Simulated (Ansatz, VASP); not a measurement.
Y in VASP and in Ansatz

```
Y
1.0
     0.00000    2.74905    2.74905
     2.74905    0.00000    2.74905
     2.74905    2.74905    0.00000
Y
1
Direct
  0.00000 0.00000 0.00000
```

Change from the starting cell: volume scaled by 1.25.

Alike in both runs: task single point; functional BHLYP; k mesh 5 × 5 × 5; occupations fermi-dirac, width 0.05 eV; no spin polarisation.

```csv
,VASP,Ansatz
version,VASP 6.6.1,Ansatz 0.2.0
potentials or method,"VASP PAW PBE potentials, release 64 (Y_sv)",Ansatz PAW
plane-wave cutoff (eV),400,420
valence electrons in the cell,11,11
```

```tsv
	VASP	Ansatz	Ansatz less VASP
gap on the k mesh at the Fermi level (eV)	none	none	-
pressure (GPa)	-4.8	-4.6	+0.24
```

VASP's potentials were made for PBE, not for BHLYP. A gap of «none» marks a metal or a gap that the smearing closes.

The k mesh is coarse, so the values compare programs but aren't converged.
